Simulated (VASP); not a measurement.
# SiGe2 (P-6m2) in VASP: further runs, part 3 of 3

VASP 6.6.1. Earlier steps stand in the parts before.

### 5 Relaxation of cell and atoms, PBE

INCAR

```
SYSTEM = SiGe2
  ALGO = Normal
  EDIFF = 1E-7
  EDIFFG = -0.04
  ENCUT = 600
  GGA = PE
  IBRION = 2
  ISIF = 3
  ISMEAR = 0
  LASPH = .TRUE.
  LCHARG = .FALSE.
  LREAL = .FALSE.
  LWAVE = .FALSE.
  NELM = 80
  NSW = 90
  PREC = Accurate
  SIGMA = 0.1
```

KPOINTS

```
k-points
0
G
  6 6 2
  0 0 0
```

POSCAR

```
SiGe2
1.0
    2.9427831600      0.0000000000      0.0000000000
   -1.4713915800      2.5485249700      0.0000000000
    0.0000000000      0.0000000000     14.3377397900
Si Ge
2 4
Direct
    0.6666666700      0.3333333300      0.1666666700
    0.6666666700      0.3333333300      0.8333333300
    0.3333333300      0.6666666700      0.0000000000
    0.3333333300      0.6666666700      0.3333333300
    0.3333333300      0.6666666700      0.6666666700
    0.6666666700      0.3333333300      0.5000000000
```

The run is started by

```sh
$ cat potpaw_PBE.64/Si/POTCAR potpaw_PBE.64/Ge_d/POTCAR > POTCAR
$ mpirun -np 1 vasp_std > vasp.out
```

It took 22 min on 1 thread of Intel Xeon 8259CL, shared host; peak memory 0.28 GiB.

Results (log left out):

* Free energy: -26.0921 eV
* Relaxed volume: 17.94 Å³/atom
* Relaxed cell: a = 3.004 Å, b = 3.004 Å, c = 13.770 Å, α = 90.00°, β = 90.00°, γ = 120.00°
* Space group after relaxing (to 0.1 Å): P-6m2 (No. 187)
* Energy gained by relaxing: 25.0 meV/atom
* Ionic steps: 16
* Pressure after relaxing: 0.1 GPa
* Largest force after relaxing: 0.029 eV/Å
* Band gap on the k mesh: zero (bands 32 and 33 overlap by 8.59 eV)

Forces in eV/Å, atoms in the order of the input:
```
Si   0.000  0.000 -0.029
Si   0.000  0.000  0.029
Ge   0.000  0.000  0.000
Ge   0.000  0.000  0.011
Ge   0.000  0.000 -0.011
Ge   0.000  0.000  0.000
```

Stress tensor (GPa, compression positive):
```
0.10 0.00 0.00
0.00 0.10 0.00
0.00 0.00 0.21
```

Step by step:
```
step  energy change (eV)  largest force (eV/Å)  pressure (GPa)  volume (Å³)
   1              0.0000                0.4201            0.79       107.53
   2             -0.0635                0.4016           -0.36       108.90
   3             -0.0581                0.2351           -3.00       112.84
   4             -0.0980                0.3098           -2.17       111.06
   5             -0.1192                0.2237           -0.96       109.20
   6             -0.1192                0.2243           -0.98       109.23
   7             -0.1369                0.1702           -0.05       107.78
   8             -0.1395                0.1500            0.39       107.08
   9             -0.1396                0.1459            0.52       106.95
  10             -0.1428                0.1241            0.22       107.39
  11             -0.1444                0.0827           -0.37       108.36
  12             -0.1468                0.0623           -0.28       108.24
  13             -0.1486                0.0713           -0.09       108.04
  14             -0.1486                0.0727           -0.08       108.01
  15             -0.1495                0.0547            0.02       107.84
  16             -0.1501                0.0288            0.14       107.62
```

Final structure:
```yaml
crystal:
  lattice:
    - [3.00418, 0.00000, 0.00000]
    - [-1.50209, 2.60170, 0.00000]
    - [0.00000, 0.00000, 13.76976]
  atoms:
    - { symbol: Si, position: [0.66667, 0.33333, 0.16440] }
    - { symbol: Si, position: [0.66667, 0.33333, 0.83560] }
    - { symbol: Ge, position: [0.33333, 0.66667, 0.00000] }
    - { symbol: Ge, position: [0.33333, 0.66667, 0.32300] }
    - { symbol: Ge, position: [0.33333, 0.66667, 0.67700] }
    - { symbol: Ge, position: [0.66667, 0.33333, 0.50000] }
```

Levels at points of the mesh, in eV from the Fermi level:
```tsv
k point	band 29	band 30	band 31	band 32	band 33	band 34	band 35	band 36
(0.00, 0.00, 0.00)	-0.48	5.53	5.94	5.94	6.11	6.40	6.40	7.02
(0.50, 0.00, 0.00)	-3.97	-3.50	-1.69	-0.96	-0.78	1.22	2.05	2.68
(0.00, 0.00, 0.50)	2.44	2.58	5.98	5.98	6.28	6.28	7.33	7.33
(0.50, 0.00, 0.50)	-3.57	-3.18	-2.31	-1.86	0.83	1.23	2.13	2.40
```

Caveat: the k points lie up to 0.40 Å⁻¹ apart in the final cell, too coarse for converged energies and pressures of a metal.

### 6 Relaxation of cell and atoms, PBE

This run uses another cell than the first one, of 18.00 Å³/atom.

INCAR

```
SYSTEM = SiGe2
  ALGO = Normal
  EDIFF = 1E-6
  EDIFFG = -0.01
  ENCUT = 600
  GGA = PE
  IBRION = 2
  ISIF = 3
  ISMEAR = 0
  LASPH = .TRUE.
  LCHARG = .FALSE.
  LREAL = .FALSE.
  LWAVE = .FALSE.
  NELM = 100
  NSW = 100
  PREC = Accurate
  SIGMA = 0.1
```

KPOINTS

```
k-points
0
G
  12 12 4
  0 0 0
```

POSCAR

```
SiGe2
1.0
    2.9907089143      0.0000000000      0.0000000000
   -1.4953544571      2.5900298951      0.0000000000
    0.0000000000      0.0000000000     13.9436797647
Si Ge
2 4
Direct
    0.6666666667      0.3333333333      0.1616660463
    0.6666666667      0.3333333333      0.8383339537
    0.3333333333      0.6666666667      0.0000000000
    0.3333333333      0.6666666667      0.3209137568
    0.3333333333      0.6666666667      0.6790862432
    0.6666666667      0.3333333333      0.5000000000
```

Potentials or basis: VASP PAW PBE potentials, release 64 (Si, Ge_d).

The run is started by

```sh
$ cat potpaw_PBE.64/Si/POTCAR potpaw_PBE.64/Ge_d/POTCAR > POTCAR
$ mpirun -np 1 vasp_std > vasp.out
```

Wall time 35 min (1 thread of Intel Xeon 8259CL, shared host); peak memory 0.41 GiB.

The run converged. Its results:

```yaml
Free_energy: -26.2633 eV
Relaxed_volume: 17.90 Å³/atom
Relaxed_cell: a = 2.963 Å, b = 2.963 Å, c = 14.127 Å, α = 90.00°, β = 90.00°, γ = 120.00°
Space_group_after_relaxing_to_0.1_Å: P-6m2 (No. 187)
Energy_gained_by_relaxing: 2.9 meV/atom
Ionic_steps: 10
Pressure_after_relaxing: 0.0 GPa
Largest_force_after_relaxing: 0.009 eV/Å
Band_gap_on_the_k_mesh: zero (bands 32 and 33 overlap by 8.99 eV)
```

Forces in eV/Å, atoms in the order of the input:
```
Si   0.000  0.000 -0.006
Si   0.000  0.000  0.006
Ge   0.000  0.000  0.000
Ge   0.000  0.000  0.009
Ge   0.000  0.000 -0.009
Ge   0.000  0.000  0.000
```

The path:
```
step  energy change (eV)  largest force (eV/Å)  pressure (GPa)  volume (Å³)
   1              0.0000                0.0801           -0.32       108.01
   2             -0.0152                0.0445           -0.01       107.44
   3             -0.0171                0.0214            0.17       107.12
   4             -0.0171                0.0245            0.22       107.17
   5             -0.0171                0.0258            0.05       107.18
   6             -0.0173                0.0221            0.14       107.31
   7             -0.0174                0.0184            0.07       107.44
   8             -0.0173                0.0112           -0.04       107.69
   9             -0.0174                0.0069           -0.11       107.62
  10             -0.0174                0.0089           -0.01       107.40
```

Final structure:
```
Si Ge
1.0
     2.96281    0.00000    0.00000
    -1.48140    2.56587    0.00000
     0.00000    0.00000   14.12721
Si Ge
2 4
Direct
  0.66667 0.33333 0.16282
  0.66667 0.33333 0.83718
  0.33333 0.66667 0.00000
  0.33333 0.66667 0.32071
  0.33333 0.66667 0.67929
  0.66667 0.33333 0.50000
```

Levels at points of the mesh, in eV from the Fermi level:
```csv
k point,band 29,band 30,band 31,band 32,band 33,band 34,band 35,band 36
"(0.00, 0.00, 0.00)",-1.07,4.66,5.32,6.40,6.40,6.84,6.84,7.55
"(0.50, 0.00, 0.00)",-4.09,-3.61,-2.02,-1.20,-0.99,1.13,2.36,2.96
"(0.00, 0.00, 0.50)",1.70,1.86,6.43,6.43,6.76,6.76,7.77,7.81
"(0.50, 0.00, 0.50)",-3.73,-3.26,-2.59,-2.05,0.55,1.02,2.38,2.42
```

### 7 Summary

| task | cell | k mesh | cutoff (eV) | gap on the mesh (eV) | pressure (GPa) | relaxed volume (Å³/atom) | largest force (eV/Å) |
| --- | --- | --- | --- | --- | --- | --- | --- |
| single point | a = 2.943, b = 2.943, c = 14.338 Å, angles 90.0, 90.0, 120.0°, 6 atoms, atomic positions A | 6 × 6 × 2 | 520 | none | 0.8 | - | 0.42 |
| single point | a = 2.991, b = 2.991, c = 13.944 Å, angles 90.0, 90.0, 120.0°, 6 atoms, atomic positions B | 6 × 6 × 2 | 520 | none | 0.0 | - | 0.03 |
| single point | a = 2.962, b = 2.962, c = 14.123 Å, angles 90.0, 90.0, 120.0°, 6 atoms, atomic positions C | 12 × 12 × 4 | 520 | none | 0.0 | - | 0.01 |
| relaxation of cell and atoms | relaxed from a = 2.943, b = 2.943, c = 14.338 Å, angles 90.0, 90.0, 120.0°, 6 atoms, atomic positions A | 6 × 6 × 2 | 600 | none | 0.1 | 17.94 | 0.03 |
| relaxation of cell and atoms | relaxed from a = 2.991, b = 2.991, c = 13.944 Å, angles 90.0, 90.0, 120.0°, 6 atoms, atomic positions B | 12 × 12 × 4 | 600 | none | 0.0 | 17.90 | 0.01 |

Alike in all rows: level PBE; potentials or basis VASP PAW PBE potentials, release 64 (Si, Ge_d); no spin polarisation; smearing gaussian 0.1 eV.

Caveats: some runs use coarse meshes.

Absolute energies hang on the potentials; compare differences alone.
